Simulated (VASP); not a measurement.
# SiC (P6_3mc) in VASP: a series of runs, part 2 of 2

VASP 6.6.1.

**4. Single point, PBE**

This run uses another cell than the first one, of 8.87 Å³/atom, 1.093 times its volume.

INCAR reads:

```
SYSTEM = SiC
  PREC = Accurate
  ENCUT = 520
  EDIFF = 1E-6
  ISMEAR = 0
  SIGMA = 0.02
  LREAL = .False.
  LASPH = .True.
  NELM = 100
  ALGO = Normal
  ISIF = 2
  LWAVE = .False.
  LCHARG = .True.
  GGA = PE
  LELF = .True.
  LVHAR = .True.
  NBANDS = 16
```

KPOINTS reads:

```
regular mesh
0
Gamma
  12 12 6
  0 0 0
```

POSCAR reads:

```
SiC
1.0
    2.9242956579      0.0000000000      0.0000000000
   -1.4621478289      2.5325143280      0.0000000000
    0.0000000000      0.0000000000      4.7902829556
Si C
2 2
Direct
    0.3333333333      0.6666666667      0.4995288525
    0.6666666667      0.3333333333      0.9995288525
    0.3333333333      0.6666666667      0.8754711475
    0.6666666667      0.3333333333      0.3754711475
```

The run is started by

```console
cat potpaw_PBE.64/Si/POTCAR potpaw_PBE.64/C/POTCAR > POTCAR
mpirun -np 1 vasp_std > vasp.out
```

Run time: 18 s. Hardware: 1 thread of Intel Xeon 6975P-C (Granite Rapids), shared host; peak memory 0.17 GiB.

Results (log left out):

* Free energy: -29.2223 eV
* Pressure: 49.8 GPa
* Largest force: 0.004 eV/Å
* Band gap on the k mesh: 1.99 eV, indirect (least direct gap 4.26 eV)

Forces on the atoms (eV/Å):
```
Si   0.000  0.000  0.004
Si   0.000  0.000  0.004
C    0.000  0.000 -0.004
C    0.000  0.000 -0.004
```

Levels at points of the mesh, in eV from the valence-band top:
| k point | band 5 | band 6 | band 7 | band 8 | band 9 | band 10 | band 11 | band 12 |
| --- | --- | --- | --- | --- | --- | --- | --- | --- |
| (0.00, 0.00, 0.00) | -1.39 | -0.10 | 0.00 | 0.00 | 6.13 | 7.63 | 7.63 | 7.83 |
| (0.50, 0.00, 0.00) | -5.97 | -3.73 | -3.64 | -1.23 | 3.03 | 4.38 | 7.75 | 8.07 |
| (0.00, 0.00, 0.50) | -0.74 | -0.74 | -0.74 | -0.74 | 7.23 | 7.23 | 8.22 | 8.22 |
| (0.50, 0.00, 0.50) | -2.65 | -2.65 | -2.47 | -2.47 | 3.60 | 3.60 | 5.98 | 5.98 |

A k mesh can miss the band edges. Expect the measured gap to be larger: semilocal functionals such as PBE lack the derivative discontinuity.

**5. Single point, PBE**

This run uses another cell than the first one, of 9.53 Å³/atom, 1.174 times its volume.

INCAR reads:

```
  PREC = Accurate
  ENCUT = 520
  EDIFF = 1E-7
  ISMEAR = 0
  SIGMA = 0.02
  LREAL = False
  LASPH = True
  NELM = 60
  ALGO = Normal
  ISIF = 2
  LWAVE = False
  LCHARG = True
  GGA = PE
  LELF = True
  LVHAR = True
  NBANDS = 16
```

KPOINTS reads:

```
regular mesh
0
Gamma
  12 12 6
```

POSCAR reads:

```
SiC
1.0
    2.9944529007      0.0000000000      0.0000000000
   -1.4972264503      2.5932722824      0.0000000000
    0.0000000000      0.0000000000      4.9099970342
Si C
2 2
Direct
    0.3333333333      0.6666666667      0.4995822901
    0.6666666667      0.3333333333      0.9995822901
    0.3333333333      0.6666666667      0.8754177099
    0.6666666667      0.3333333333      0.3754177099
```

The run is started by

```console
cat potpaw_PBE.64/Si/POTCAR potpaw_PBE.64/C/POTCAR > POTCAR
mpirun -np 1 vasp_std > vasp.out
```

Run time: 23 s. Hardware: 1 thread of Intel Xeon 6975P-C (Granite Rapids), shared host; peak memory 0.17 GiB.

The run converged. Its results:

* Free energy: -29.8309 eV
* Pressure: 24.9 GPa
* Largest force: 0.004 eV/Å
* Band gap on the k mesh: 2.13 eV, indirect (least direct gap 4.12 eV)

Forces in eV/Å, atoms in the order of the input:
```
Si   0.000  0.000  0.004
Si   0.000  0.000  0.004
C    0.000  0.000 -0.004
C    0.000  0.000 -0.004
```

Levels at points of the mesh, in eV from the valence-band top:
```csv
k point,band 4,band 5,band 6,band 7,band 8,band 9,band 10,band 11,band 12,band 13
"(0.00, 0.00, 0.00)",-1.36,-1.36,-0.11,0.00,0.00,5.49,7.08,7.16,7.16,8.48
"(0.50, 0.00, 0.00)",-6.49,-5.72,-3.52,-3.49,-1.21,2.91,4.31,7.45,7.51,10.73
"(0.00, 0.00, 0.50)",-4.59,-0.73,-0.73,-0.73,-0.73,6.59,6.59,7.80,7.80,7.80
"(0.50, 0.00, 0.50)",-8.65,-2.56,-2.56,-2.41,-2.41,3.46,3.46,5.63,5.63,10.96
```

**6. Single point, PBE**

This run uses another cell than the first one, of 9.53 Å³/atom, 1.174 times its volume.

INCAR reads:

```
SYSTEM = SiC
  PREC = Accurate
  ENCUT = 520
  EDIFF = 1E-6
  ISMEAR = 0
  SIGMA = 0.02
  LREAL = .False.
  LASPH = .True.
  NELM = 100
  ALGO = Normal
  ISIF = 2
  LWAVE = .False.
  LCHARG = .False.
  GGA = PE
  NBANDS = 16
```

KPOINTS reads:

```
regular mesh
0
Gamma
  12 12 6
  0 0 0
```

POSCAR is that of step 5.

Potentials or basis: VASP PAW PBE potentials, release 64 (Si, C).

The run is started by

```console
cat potpaw_PBE.64/Si/POTCAR potpaw_PBE.64/C/POTCAR > POTCAR
mpirun -np 1 vasp_std > vasp.out
```

OUTCAR:

```text
SYSTEM = SiC
   PREC = Accurate
   ENCUT = 520
   EDIFF = 1E-6
   ISMEAR = 0
   LREAL = .False.
   LASPH = .True.
   NELM = 100
   ISIF = 2
   GGA = PE

 ion  position               nearest neighbor table
   1  0.333  0.667  0.500-   4 1.83   4 1.83   4 1.83   3 1.85   2 3.00   2 3.00   2 3.00   2 3.00
                             2 3.00   2 3.00
   2  0.667  0.333  1.000-   3 1.83   3 1.83   3 1.83   4 1.85   1 3.00   1 3.00   1 3.00   1 3.00
                             1 3.00   1 3.00
   3  0.333  0.667  0.875-   2 1.83   2 1.83   2 1.83   1 1.85
   4  0.667  0.333  0.375-   1 1.83   1 1.83   1 1.83   2 1.85

  LATTYP: Found a hexagonal cell.
 ALAT       =     2.9944529007
 C/A-ratio  =     1.6396975331

  Lattice vectors:

 A1 = (   2.9944529007,   0.0000000000,   0.0000000000)
 A2 = (  -1.4972264503,   2.5932722824,   0.0000000000)
 A3 = (   0.0000000000,   0.0000000000,   4.9099970342)

Analysis of symmetry for initial positions (statically):
=====================================================================
 Subroutine PRICEL returns:
 Original cell was already a primitive cell.

 Routine SETGRP: Setting up the symmetry group for a
 hexagonal supercell.

 Subroutine GETGRP returns: Found 12 space group operations
 (whereof  6 operations were pure point group operations)
 out of a pool of 24 trial point group operations.

The static configuration has the point symmetry C_3v.
 The point group associated with its full space group is C_6v.

Analysis of symmetry for dynamics (positions and initial velocities):
=====================================================================
 Subroutine PRICEL returns:
 Original cell was already a primitive cell.

 Routine SETGRP: Setting up the symmetry group for a
 hexagonal supercell.

 Subroutine GETGRP returns: Found 12 space group operations
 (whereof  6 operations were pure point group operations)
 out of a pool of 24 trial point group operations.

The dynamic configuration has the point symmetry C_3v.
 The point group associated with its full space group is C_6v.

 Subroutine INISYM returns: Found 12 space group operations
 (whereof  6 operations are pure point group operations),
 and found     1 'primitive' translations

----------------------------------------------------------------------------------------

                                     Primitive cell

  volume of cell :      38.1282

  direct lattice vectors                    reciprocal lattice vectors
     2.994452901  0.000000000  0.000000000     0.333950819  0.192806596  0.000000000
    -1.497226450  2.593272282  0.000000000     0.000000000  0.385613191  0.000000000
     0.000000000  0.000000000  4.909997034     0.000000000  0.000000000  0.203666111

  length of vectors
     2.994452901  2.994452901  4.909997034     0.385613191  0.385613191  0.203666111

  position of ions in fractional coordinates (direct lattice)
     0.333333333  0.666666667  0.499582290
     0.666666667  0.333333333  0.999582290
     0.333333333  0.666666667  0.875417710
     0.666666667  0.333333333  0.375417710

  ion indices of the primitive-cell ions
   primitive index   ion index
                 1           1
                 2           2
                 3           3
                 4           4

----------------------------------------------------------------------------------------

[... 23 lines left out ...]

 Following reciprocal coordinates:
            Coordinates               Weight
  0.000000  0.000000  0.000000      1.000000
  0.083333  0.000000  0.000000      6.000000
  0.166667 -0.000000  0.000000      6.000000
  0.250000  0.000000  0.000000      6.000000
  0.333333 -0.000000  0.000000      6.000000
  0.416667  0.000000  0.000000      6.000000
[... 16 lines left out ...]
  0.250000  0.000000  0.166667     12.000000
  0.333333 -0.000000  0.166667     12.000000
 [... further k-points ...]
   k-points           NKPTS =     76   k-points in BZ     NKDIM =     76   number of bands    NBANDS=     16
   number of dos      NEDOS =    301   number of ions     NIONS =      4
   total plane-waves  NPLWV =  23040
   dimension x,y,z NGX =    24 NGY =   24 NGZ =   40
   dimension x,y,z NGXF=    48 NGYF=   48 NGZF=   80
   ions per type =               2   2
   NGX,Y,Z   is equivalent  to a cutoff of  13.32, 13.32, 13.54 a.u.
   NGXF,Y,Z  is equivalent  to a cutoff of  26.65, 26.65, 27.09 a.u.
 SYSTEM =  SiC
   PREC   = accura    normal or accurate (medium, high low for compatibility)
   ISTART =      0    job   : 0-new  1-cont  2-samecut
   ICHARG =      2    charge: 1-file 2-atom 10-const
   ISPIN  =      1    spin polarized calculation?
   LNONCOLLINEAR =      F non collinear calculations
   LSORBIT =      F    spin-orbit coupling
   LASPH  =      T    aspherical Exc in radial PAW
   ENCUT  =  520.0 eV  38.22 Ry    6.18 a.u.   5.57  5.57  9.13*2*pi/ulx,y,z
   NELM   =    100;   NELMIN=  2; NELMDL= -5     # of ELM steps
   EDIFF  = 0.1E-05   stopping-criterion for ELM
   LREAL  =      F    real-space projection
   EDIFFG = 0.1E-04   stopping-criterion for IOM
   NSW    =      0    number of steps for IOM
   IBRION =     -1    ionic relax: 0-MD 1-quasi-New 2-CG
   NFREE  =      0    steps in history (QN), initial steepest desc. (CG)
   ISIF   =      2    stress and relaxation
   ISYM   =      2    0-nonsym 1-usesym 2-fastsym
   POTIM  = 0.5000    time-step for ionic-motion
   TEBEG  =    0.0;   TEEND  =   0.0 temperature during run
   PSTRESS=    0.0 pullay stress
   NELECT =      16.0000    total number of electrons
   NUPDOWN=      -1.0000    fix difference up-down
   EMIN   =  10.00;   EMAX   =-10.00  energy-range for DOS
   EFERMI =   0.00;   METHOD = LEGACY
   ISMEAR =     0;   SIGMA  =   0.02  broadening in eV -4-tet -1-fermi 0-gaus
   EFERMI_NEDOS =   21; number of points for ismear=-14 and -15
   IALGO  =     38    algorithm
   IMIX   =      4    mixing-type and parameters
     AMIX     =   0.40;   BMIX     =  1.00
     AMIX_MAG =   1.60;   BMIX_MAG =  1.00
  volume/ion in A,a.u.               =       9.53        64.33
  Fermi-wavevector in a.u.,A,eV,Ry     =   1.225648  2.316140 20.438860  1.502214
  Thomas-Fermi vector in A             =   2.360678
   LORBIT       =      0    0 simple, 1 ext, 2 COOP (PROOUT), +10 PAW based schemes
   GGA     = PE    functional components
   LHFCALC =     F    Hartree Fock is set to
   AEXX    =    0.0000 exact exchange contribution
   IVDW    =     0    specifies the selected vdW correction
   LEPSILON=     F    determine dielectric tensor
   LRPA    =     F    only Hartree local field effects (RPA)
 non-spin polarized calculation
 Gauss-broadening in eV      SIGMA  =   0.02
  energy-cutoff  :      520.00
  volume of cell :       38.13
 maximum number of plane-waves:      1050
 NGX is ok and might be reduce to    24
   NGX = 11   NGY = 11   NGZ = 19

 number of electron      16.0000000 magnetization

 Free energy of the ion-electron system (eV)
  ---------------------------------------------------
  ext. energy  EPLUGINS =         0.00000000
  ---------------------------------------------------
  free energy    TOTEN  =       -29.83088801 eV

  energy without entropy =      -29.83088801  energy(sigma->0) =      -29.83088801

 E-fermi :   9.3507     XC(G=0): -11.7093

 val. band max:        9.2094074903   @ k =   0.0000   0.0000   0.0000
 cond. band min:      11.3370377811   @ k =   0.3333   0.3333   0.0000
 fundamental gap:      2.1276302907
 Fermi energy:         9.3506804912

 k-point     1 :       0.0000    0.0000    0.0000
  band No.  band energies     occupation
      1      -7.0238      2.00000
      2      -3.1356      2.00000
      3       0.0337      2.00000
      4       7.8524      2.00000
      5       7.8524      2.00000
      6       9.1009      2.00000
[... 433 lines left out ...]
      3       1.6383      2.00000
      4       3.2363      2.00000
      5       4.3080      2.00000
      6       6.2193      2.00000
[... 8 lines left out ...]
     15      21.3304      0.00000
     16      21.9557      0.00000

 [... further k-points ...]
[... 5 lines left out ...]
  --------------------------------------------------------------------------------------
  -------------------------------------------------------------------------------------
  Total        5.9263396      5.9263396      5.9185878      0.0000000      0.0000000      0.0000000
  in kB      249.0292049    249.0292049    248.7034675      0.0000000      0.0000000      0.0000000
  external PRESSURE =     248.9206258 kB  Pullay stress =       0.0000000 kB

 VOLUME and BASIS-vectors are now :
 -----------------------------------------------------------------------------
  energy-cutoff  :      520.00
  volume of cell :       38.13
      direct lattice vectors                 reciprocal lattice vectors
     2.994452901  0.000000000  0.000000000     0.333950819  0.192806596  0.000000000
    -1.497226450  2.593272282  0.000000000     0.000000000  0.385613191  0.000000000
     0.000000000  0.000000000  4.909997034     0.000000000  0.000000000  0.203666111

 POSITION                                       TOTAL-FORCE (eV/Angst)
 -----------------------------------------------------------------------------------
     -0.00000      1.72885      2.45295         0.000000      0.000000      0.004162
      1.49723      0.86442      4.90795        -0.000000      0.000000      0.004162
     -0.00000      1.72885      4.29830        -0.000000      0.000000     -0.004162
      1.49723      0.86442      1.84330         0.000000      0.000000     -0.004162
 -----------------------------------------------------------------------------------
    total drift:                                0.000000      0.000000      0.000259

  FREE ENERGIE OF THE ION-ELECTRON SYSTEM (eV)
  ---------------------------------------------------
  free  energy   TOTEN  =       -29.8308880131 eV

  energy  without entropy=      -29.8308880131  energy(sigma->0) =      -29.83088801
```

OSZICAR:

```text
N       E                     dE             d eps       ncg     rms          rms(c)
DAV:   1     0.250850636210E+02    0.25085E+02   -0.71902E+03  2432   0.900E+02
DAV:   2    -0.316901113638E+02   -0.56775E+02   -0.51628E+02  3504   0.162E+02
DAV:   3    -0.340282591402E+02   -0.23381E+01   -0.23303E+01  3200   0.297E+01
DAV:   4    -0.340434298520E+02   -0.15171E-01   -0.15169E-01  2976   0.298E+00
DAV:   5    -0.340435658075E+02   -0.13596E-03   -0.13595E-03  3152   0.263E-01    0.138E+01
DAV:   6    -0.299792018115E+02    0.40644E+01   -0.69427E+00  3056   0.164E+01    0.637E+00
DAV:   7    -0.298506098948E+02    0.12859E+00   -0.13305E+00  3440   0.684E+00    0.266E+00
DAV:   8    -0.298323393289E+02    0.18271E-01   -0.55564E-02  2776   0.147E+00    0.688E-01
DAV:   9    -0.298305989202E+02    0.17404E-02   -0.78009E-03  3128   0.612E-01    0.117E-01
DAV:  10    -0.298308653008E+02   -0.26638E-03   -0.89393E-04  3048   0.176E-01    0.558E-02
DAV:  11    -0.298308871277E+02   -0.21827E-04   -0.72470E-05  2792   0.626E-02    0.136E-02
DAV:  12    -0.298308880131E+02   -0.88537E-06   -0.53114E-06  3232   0.143E-02
   1 F= -.29830888E+02 E0= -.29830888E+02  d E =-.559386E-26
```

It took 19 s on 1 thread of Intel Xeon 6975P-C (Granite Rapids), shared host; peak memory 0.17 GiB.

What came out:

| Quantity | Value |
| --- | --- |
| Free energy | -29.8309 eV |
| Pressure | 24.9 GPa |
| Largest force | 0.004 eV/Å |
| Band gap on the k mesh | 2.13 eV, indirect (least direct gap 4.12 eV) |

Forces in eV/Å, atoms in the order of the input:
```
Si   0.000  0.000  0.004
Si   0.000  0.000  0.004
C    0.000  0.000 -0.004
C    0.000  0.000 -0.004
```

Levels at points of the mesh, in eV from the valence-band top:
| k point | band 4 | band 5 | band 6 | band 7 | band 8 | band 9 | band 10 | band 11 | band 12 | band 13 |
| --- | --- | --- | --- | --- | --- | --- | --- | --- | --- | --- |
| (0.00, 0.00, 0.00) | -1.36 | -1.36 | -0.11 | 0.00 | 0.00 | 5.49 | 7.08 | 7.16 | 7.16 | 8.48 |
| (0.50, 0.00, 0.00) | -6.49 | -5.72 | -3.52 | -3.49 | -1.21 | 2.91 | 4.31 | 7.45 | 7.51 | 10.73 |
| (0.00, 0.00, 0.50) | -4.59 | -0.73 | -0.73 | -0.73 | -0.73 | 6.59 | 6.59 | 7.80 | 7.80 | 7.80 |
| (0.50, 0.00, 0.50) | -8.65 | -2.56 | -2.56 | -2.41 | -2.41 | 3.46 | 3.46 | 5.63 | 5.63 | 10.96 |

A k mesh can miss the band edges. A hybrid or GW would open this gap; PBE tends to underestimate it.

**7. Summary**

| cell | gap on the mesh (eV) | pressure (GPa) |
| --- | --- | --- |
| a = 2.841, b = 2.841, c = 4.646 Å, angles 90.0, 90.0, 120.0°, 4 atoms | 1.82 | 89.8 |
| a = 2.924, b = 2.924, c = 4.790 Å, angles 90.0, 90.0, 120.0°, 4 atoms | 1.99 | 49.8 |
| a = 2.994, b = 2.994, c = 4.910 Å, angles 90.0, 90.0, 120.0°, 4 atoms | 2.13 | 24.9 |

Alike in all rows: task single point; level PBE; potentials or basis VASP PAW PBE potentials, release 64 (Si, C); no spin polarisation; k mesh 12 × 12 × 6; cutoff (eV) 520; smearing gaussian 0.02 eV.

Total energies depend on the potentials used, so only differences within one code and one set of settings carry meaning.
